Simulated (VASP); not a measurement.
# CdTe (Fm-3m) in VASP: single point with PBE

Aim: the single point of CdTe with PBE.

Everything below comes from runs of VASP 6.6.1. Logs are shortened: lines on timing, memory, paths and dates and some standing lists are left out, and cuts for length are marked.

### 1 The cell of the first run

Symmetry: Fm-3m, No. 225, cubic system. Conventional cell: a = 6.410 Å, b = 6.410 Å, c = 6.410 Å, α = 90.00°, β = 90.00°, γ = 90.00°. Within 4.2 Å of Cd (site symmetry m-3m) lie 6 Te at 3.20 Å. Within 4.2 Å of Te (site symmetry m-3m) lie 6 Cd at 3.20 Å.

### 2 Single point, PBE

INCAR

```
ALGO = Normal
EDIFF = 1E-6
ENCUT = 520
GGA = PE
ISIF = 2
ISMEAR = 0
LASPH = True
LCHARG = False
LREAL = False
LWAVE = False
NBANDS = 16
NELM = 60
PREC = Accurate
SIGMA = 0.05
```

KPOINTS

```
k-points
0
Gamma
  6 6 6
```

POSCAR

```
CdTe
1.0
    0.0000000000      3.2049986979      3.2049986979
    3.2049986979      0.0000000000      3.2049986979
    3.2049986979      3.2049986979      0.0000000000
Cd Te
1 1
Direct
    0.5000000000      0.5000000000      0.5000000000
    0.0000000000      0.0000000000      0.0000000000
```

Potentials or basis: VASP PAW PBE potentials, release 64 (Cd, Te).

Command:

```console
cat potpaw_PBE.64/Cd/POTCAR potpaw_PBE.64/Te/POTCAR > POTCAR
mpirun -np 1 vasp_std > vasp.out
```

OUTCAR:

```text
EDIFF = 1E-6
   ENCUT = 520
   GGA = PE
   ISIF = 2
   ISMEAR = 0
   LASPH = True
   LREAL = False
   NELM = 60
   PREC = Accurate

 ion  position               nearest neighbor table
   1  0.500  0.500  0.500-   2 3.20   2 3.20   2 3.20   2 3.20   2 3.20   2 3.20
   2  0.000  0.000  0.000-   1 3.20   1 3.20   1 3.20   1 3.20   1 3.20   1 3.20

  LATTYP: Found a face centered cubic cell.
 ALAT       =     6.4099973958

  Lattice vectors:

 A1 = (   0.0000000000,   3.2049986979,   3.2049986979)
 A2 = (   3.2049986979,   0.0000000000,   3.2049986979)
 A3 = (   3.2049986979,   3.2049986979,   0.0000000000)

Analysis of symmetry for initial positions (statically):
=====================================================================
 Subroutine PRICEL returns:
 Original cell was already a primitive cell.

 Routine SETGRP: Setting up the symmetry group for a
 face centered cubic supercell.

 Subroutine GETGRP returns: Found 48 space group operations
 (whereof 48 operations were pure point group operations)
 out of a pool of 48 trial point group operations.

The static configuration has the point symmetry O_h .

Analysis of symmetry for dynamics (positions and initial velocities):
=====================================================================
 Subroutine PRICEL returns:
 Original cell was already a primitive cell.

 Routine SETGRP: Setting up the symmetry group for a
 face centered cubic supercell.

 Subroutine GETGRP returns: Found 48 space group operations
 (whereof 48 operations were pure point group operations)
 out of a pool of 48 trial point group operations.

The dynamic configuration has the point symmetry O_h .

 Subroutine INISYM returns: Found 48 space group operations
 (whereof 48 operations are pure point group operations),
 and found     1 'primitive' translations

----------------------------------------------------------------------------------------

                                     Primitive cell

  volume of cell :      65.8436

  direct lattice vectors                    reciprocal lattice vectors
     0.000000000  3.204998698  3.204998698    -0.156006304  0.156006304  0.156006304
     3.204998698  0.000000000  3.204998698     0.156006304 -0.156006304  0.156006304
     3.204998698  3.204998698  0.000000000     0.156006304  0.156006304 -0.156006304

  length of vectors
     4.532552626  4.532552626  4.532552626     0.270210844  0.270210844  0.270210844

  position of ions in fractional coordinates (direct lattice)
     0.500000000  0.500000000  0.500000000
     0.000000000  0.000000000  0.000000000

  ion indices of the primitive-cell ions
   primitive index   ion index
                 1           1
                 2           2

----------------------------------------------------------------------------------------

 KPOINTS: k-points

Automatic generation of k-mesh.
 Grid dimensions read from file:
 generate k-points for:    6    6    6

 Generating k-lattice:

  Cartesian coordinates                     Fractional coordinates (reciprocal lattice)
    -0.026001051  0.026001051  0.026001051     0.166666667  0.000000000  0.000000000
     0.026001051 -0.026001051  0.026001051     0.000000000  0.166666667  0.000000000
     0.026001051  0.026001051 -0.026001051     0.000000000  0.000000000  0.166666667

  Length of vectors
     0.045035141  0.045035141  0.045035141

  Shift w.r.t. Gamma in fractional coordinates (k-lattice)
     0.000000000  0.000000000  0.000000000

 Subroutine IBZKPT returns following result:
 ===========================================

 Found     16 irreducible k-points:

 Following reciprocal coordinates:
            Coordinates               Weight
  0.000000  0.000000  0.000000      1.000000
  0.166667  0.000000  0.000000      8.000000
  0.333333  0.000000  0.000000      8.000000
  0.500000  0.000000  0.000000      4.000000
  0.166667  0.166667  0.000000      6.000000
  0.333333  0.166667  0.000000     24.000000
[... 8 lines left out ...]
 -0.333333  0.333333  0.166667     24.000000
 -0.333333  0.500000  0.166667     12.000000
   k-points           NKPTS =     16   k-points in BZ     NKDIM =     16   number of bands    NBANDS=     16
   number of dos      NEDOS =    301   number of ions     NIONS =      2
   total plane-waves  NPLWV =  46656
   dimension x,y,z NGX =    36 NGY =   36 NGZ =   36
   dimension x,y,z NGXF=    72 NGYF=   72 NGZF=   72
   ions per type =               1   1
   NGX,Y,Z   is equivalent  to a cutoff of  13.20, 13.20, 13.20 a.u.
   NGXF,Y,Z  is equivalent  to a cutoff of  26.41, 26.41, 26.41 a.u.
 SYSTEM =  unknown system
   PREC   = accura    normal or accurate (medium, high low for compatibility)
   ISTART =      0    job   : 0-new  1-cont  2-samecut
   ICHARG =      2    charge: 1-file 2-atom 10-const
   ISPIN  =      1    spin polarized calculation?
   LNONCOLLINEAR =      F non collinear calculations
   LSORBIT =      F    spin-orbit coupling
   LASPH  =      T    aspherical Exc in radial PAW
   ENCUT  =  520.0 eV  38.22 Ry    6.18 a.u.   8.43  8.43  8.43*2*pi/ulx,y,z
   NELM   =     60;   NELMIN=  2; NELMDL= -5     # of ELM steps
   EDIFF  = 0.1E-05   stopping-criterion for ELM
   LREAL  =      F    real-space projection
   EDIFFG = 0.1E-04   stopping-criterion for IOM
   NSW    =      0    number of steps for IOM
   IBRION =     -1    ionic relax: 0-MD 1-quasi-New 2-CG
   NFREE  =      0    steps in history (QN), initial steepest desc. (CG)
   ISIF   =      2    stress and relaxation
   ISYM   =      2    0-nonsym 1-usesym 2-fastsym
   POTIM  = 0.5000    time-step for ionic-motion
   TEBEG  =    0.0;   TEEND  =   0.0 temperature during run
   PSTRESS=    0.0 pullay stress
   NELECT =      18.0000    total number of electrons
   NUPDOWN=      -1.0000    fix difference up-down
   EMIN   =  10.00;   EMAX   =-10.00  energy-range for DOS
   EFERMI =   0.00;   METHOD = LEGACY
   ISMEAR =     0;   SIGMA  =   0.05  broadening in eV -4-tet -1-fermi 0-gaus
   EFERMI_NEDOS =   21; number of points for ismear=-14 and -15
   IALGO  =     38    algorithm
   IMIX   =      4    mixing-type and parameters
     AMIX     =   0.40;   BMIX     =  1.00
     AMIX_MAG =   1.60;   BMIX_MAG =  1.00
  volume/ion in A,a.u.               =      32.92       222.17
  Fermi-wavevector in a.u.,A,eV,Ry     =   1.062497  2.007829 15.359622  1.128900
  Thomas-Fermi vector in A             =   2.197950
   LORBIT       =      0    0 simple, 1 ext, 2 COOP (PROOUT), +10 PAW based schemes
   GGA     = PE    functional components
   LHFCALC =     F    Hartree Fock is set to
   AEXX    =    0.0000 exact exchange contribution
   IVDW    =     0    specifies the selected vdW correction
   LEPSILON=     F    determine dielectric tensor
   LRPA    =     F    only Hartree local field effects (RPA)
 non-spin polarized calculation
 Gauss-broadening in eV      SIGMA  =   0.05
  energy-cutoff  :      520.00
  volume of cell :       65.84
 maximum number of plane-waves:      1807
 NGX is ok and might be reduce to    36
   NGX = 17   NGY = 17   NGZ = 17

 number of electron      17.9999995 magnetization

 Free energy of the ion-electron system (eV)
  ---------------------------------------------------
  ext. energy  EPLUGINS =         0.00000000
  ---------------------------------------------------
  free energy    TOTEN  =        -4.30211505 eV

  energy without entropy =       -4.30034642  energy(sigma->0) =       -4.30123074

 E-fermi :   2.6499     XC(G=0):  -9.0468

 val. band max:        2.6381467346   @ k =  -0.1667   0.1667   0.0000
 cond. band min:       2.7011792284   @ k =   0.3333   0.3333   0.0000
 fundamental gap:      0.0630324938
 Fermi energy:         2.6499453894

 k-point     1 :       0.0000    0.0000    0.0000
  band No.  band energies     occupation
      1      -8.1909      2.00000
      2      -5.5233      2.00000
      3      -5.5233      2.00000
      4      -5.4957      2.00000
      5      -5.4957      2.00000
      6      -5.4957      2.00000
[... 8 lines left out ...]
     15       9.8357      0.00000
     16       9.8357      0.00000

 k-point     2 :       0.1667    0.0000    0.0000
  band No.  band energies     occupation
      1      -8.0315      2.00000
      2      -5.5431      2.00000
      3      -5.5431      2.00000
      4      -5.4993      2.00000
      5      -5.4843      2.00000
      6      -5.4843      2.00000
[... 8 lines left out ...]
     15      10.2722      0.00000
     16      10.2722      0.00000

 k-point     3 :       0.3333    0.0000    0.0000
  band No.  band energies     occupation
      1      -7.6599      2.00000
      2      -5.5857      2.00000
      3      -5.5857      2.00000
      4      -5.5121      2.00000
      5      -5.4579      2.00000
      6      -5.4579      2.00000
[... 8 lines left out ...]
     15      11.6532      0.00000
     16      11.6532      0.00000

 k-point     4 :       0.5000    0.0000    0.0000
  band No.  band energies     occupation
      1      -7.4354      2.00000
      2      -5.6070      2.00000
      3      -5.6070      2.00000
      4      -5.5242      2.00000
      5      -5.4444      2.00000
      6      -5.4444      2.00000
[... 8 lines left out ...]
     15      13.2844      0.00000
     16      13.2844      0.00000

 k-point     5 :       0.1667    0.1667    0.0000
  band No.  band energies     occupation
      1      -7.9940      2.00000
      2      -5.5500      2.00000
      3      -5.5154      2.00000
      4      -5.5051      2.00000
      5      -5.4803      2.00000
      6      -5.4803      2.00000
[... 8 lines left out ...]
     15      11.5772      0.00000
     16      11.5772      0.00000

 k-point     6 :       0.3333    0.1667    0.0000
  band No.  band energies     occupation
      1      -7.7357      2.00000
      2      -5.5370      2.00000
      3      -5.5265      2.00000
      4      -5.5097      2.00000
      5      -5.4576      2.00000
      6      -5.4541      2.00000
[... 8 lines left out ...]
     15      12.2225      0.00000
     16      12.5113      0.00000

 k-point     7 :       0.5000    0.1667    0.0000
  band No.  band energies     occupation
      1      -7.4888      2.00000
      2      -5.5781      2.00000
      3      -5.5124      2.00000
      4      -5.4975      2.00000
      5      -5.4399      2.00000
      6      -5.4138      2.00000
[... 8 lines left out ...]
     15      13.2573      0.00000
     16      13.4275      0.00000

 k-point     8 :      -0.3333    0.1667    0.0000
  band No.  band energies     occupation
      1      -7.5315      2.00000
      2      -5.5965      2.00000
      3      -5.5266      2.00000
      4      -5.4969      2.00000
      5      -5.4529      2.00000
      6      -5.4176      2.00000
[... 8 lines left out ...]
     15      11.4713      0.00000
     16      13.1763      0.00000

 k-point     9 :      -0.1667    0.1667    0.0000
  band No.  band energies     occupation
      1      -7.8162      2.00000
      2      -5.5788      2.00000
      3      -5.5386      2.00000
      4      -5.5002      2.00000
      5      -5.4753      2.00000
      6      -5.4564      2.00000
[... 8 lines left out ...]
     15      11.0693      0.00000
     16      12.2284      0.00000

 k-point    10 :       0.3333    0.3333    0.0000
  band No.  band energies     occupation
      1      -7.6899      2.00000
      2      -5.5238      2.00000
      3      -5.4996      2.00000
      4      -5.4428      2.00000
      5      -5.4428      2.00000
      6      -5.3313      2.00000
[... 8 lines left out ...]
     15      13.1592      0.00000
     16      14.2466      0.00000

 k-point    11 :       0.5000    0.3333    0.0000
  band No.  band energies     occupation
      1      -7.5778      2.00000
      2      -5.5211      2.00000
      3      -5.5198      2.00000
      4      -5.4407      2.00000
      5      -5.4287      2.00000
      6      -5.1452      2.00000
[... 8 lines left out ...]
     15      13.9990      0.00000
     16      14.4043      0.00000

 k-point    12 :      -0.3333    0.3333    0.0000
  band No.  band energies     occupation
      1      -7.4967      2.00000
      2      -5.5652      2.00000
      3      -5.5058      2.00000
      4      -5.4653      2.00000
      5      -5.4377      2.00000
      6      -5.2198      2.00000
[... 8 lines left out ...]
     15      12.2137      0.00000
     16      13.4622      0.00000

 k-point    13 :       0.5000    0.5000    0.0000
  band No.  band energies     occupation
      1      -7.6157      2.00000
      2      -5.5333      2.00000
      3      -5.4917      2.00000
      4      -5.4203      2.00000
      5      -5.4203      2.00000
      6      -4.9782      2.00000
[... 8 lines left out ...]
     15      14.1221      0.00000
     16      15.0272      0.00000

 k-point    14 :       0.5000    0.3333    0.1667
  band No.  band energies     occupation
      1      -7.5755      2.00000
      2      -5.5543      2.00000
      3      -5.5057      2.00000
      4      -5.4743      2.00000
      5      -5.4428      2.00000
      6      -5.3349      2.00000
[... 8 lines left out ...]
     15      13.3070      0.00000
     16      13.4575      0.00000

 k-point    15 :      -0.3333    0.3333    0.1667
  band No.  band energies     occupation
      1      -7.4967      2.00000
      2      -5.5693      2.00000
      3      -5.4903      2.00000
      4      -5.4826      2.00000
      5      -5.4309      2.00000
      6      -5.2202      2.00000
[... 8 lines left out ...]
     15      11.5741      0.00000
     16      14.3886      0.00000

 k-point    16 :      -0.3333    0.5000    0.1667
  band No.  band energies     occupation
      1      -7.5413      2.00000
      2      -5.5378      2.00000
      3      -5.5106      2.00000
      4      -5.4546      2.00000
      5      -5.4204      2.00000
      6      -5.0604      2.00000
[... 8 lines left out ...]
     15      13.0327      0.00000
     16      15.0571      0.00000

------------------------ aborting loop because EDIFF is reached ----------------------------------------

  FORCE on cell =-STRESS in cart. coord.  units (eV):
  Direction    XX          YY          ZZ          XY          YZ          ZX
  --------------------------------------------------------------------------------------
  -------------------------------------------------------------------------------------
  Total       -1.7624476     -1.7624476     -1.7624476      0.0000000     -0.0000000      0.0000000
  in kB      -42.8857709    -42.8857709    -42.8857709      0.0000000     -0.0000000      0.0000000
  external PRESSURE =     -42.8857709 kB  Pullay stress =       0.0000000 kB

 VOLUME and BASIS-vectors are now :
 -----------------------------------------------------------------------------
  energy-cutoff  :      520.00
  volume of cell :       65.84
      direct lattice vectors                 reciprocal lattice vectors
     0.000000000  3.204998698  3.204998698    -0.156006304  0.156006304  0.156006304
     3.204998698  0.000000000  3.204998698     0.156006304 -0.156006304  0.156006304
     3.204998698  3.204998698  0.000000000     0.156006304  0.156006304 -0.156006304

 POSITION                                       TOTAL-FORCE (eV/Angst)
 -----------------------------------------------------------------------------------
      3.20500      3.20500      3.20500         0.000000     -0.000000     -0.000000
      0.00000      0.00000      0.00000        -0.000000      0.000000      0.000000
 -----------------------------------------------------------------------------------
    total drift:                                0.000000      0.000000      0.000000

  FREE ENERGIE OF THE ION-ELECTRON SYSTEM (eV)
  ---------------------------------------------------
  free  energy   TOTEN  =        -4.3021150478 eV

  energy  without entropy=       -4.3003464247  energy(sigma->0) =       -4.30123074
```

Run time: 20 s. Hardware: 1 thread of Intel Xeon Platinum 8375C at 2.90GHz (Ice Lake), shared host; peak memory 0.21 GiB.

Results:

| Quantity | Value |
| --- | --- |
| Free energy | -4.3021 eV |
| Pressure | -4.3 GPa |
| Band gap on the k mesh | zero (band 9 reaches 2.64 eV, above the bottom of band 10 at 1.37 eV) |

Levels at points of the mesh, in eV from the Fermi level:
```
           k point  band 5  band 6  band 7  band 8  band 9  band 10  band 11  band 12  band 13  band 14
(0.00, 0.00, 0.00)   -8.15   -8.15   -0.37   -0.37   -0.37    -0.34     6.99     6.99     6.99     7.19
(0.50, 0.00, 0.00)   -8.09   -8.09   -4.47   -0.11   -0.11     2.71     3.88     4.00     4.00     9.52
(0.50, 0.50, 0.00)   -8.07   -7.63   -3.32   -1.65   -1.65    -1.28     4.46     8.23     8.23     8.67
```

Caveat: spin-orbit coupling is left out, which moves the levels of the heavy elements.
